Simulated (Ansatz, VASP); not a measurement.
# C: VASP beside Ansatz

```
C
1.0
     0.00000    1.78012    1.79134
     1.78012    0.00000    1.79134
     1.78012    1.78012    0.00000
C
2
Direct
  0.00000 0.00000 0.00000
  0.25000 0.25000 0.25000
```

Change from the starting cell: uniaxial_z strain +0.6%.

Alike in both runs: task single point; functional HSE06; k mesh 8 × 8 × 8; no spin polarisation.

|  | VASP | Ansatz |
| --- | --- | --- |
| version | VASP 6.6.1 | Ansatz 0.2.0 |
| potentials or method | VASP PAW PBE potentials, release 64 (C) | plane waves, PAW |
| plane-wave cutoff (eV) | 520 | 420 |
| occupations | gaussian, width 0.01 eV | fixed |
| valence electrons in the cell | 8 | 8 |

VASP gave:

- gap on the k mesh at the Fermi level (eV): 5.19
- pressure (GPa): -7.7
- traceless stress, the component that is largest in VASP (GPa): -4.13

Question: Estimate Ansatz's values.

Answer: gap on the k mesh at the Fermi level (eV): 5.20; pressure (GPa): -8.5; traceless stress, the component that is largest in VASP (GPa): -4.13.

Ansatz's warnings: stress exchange threshold loose, stress scf threshold loose.
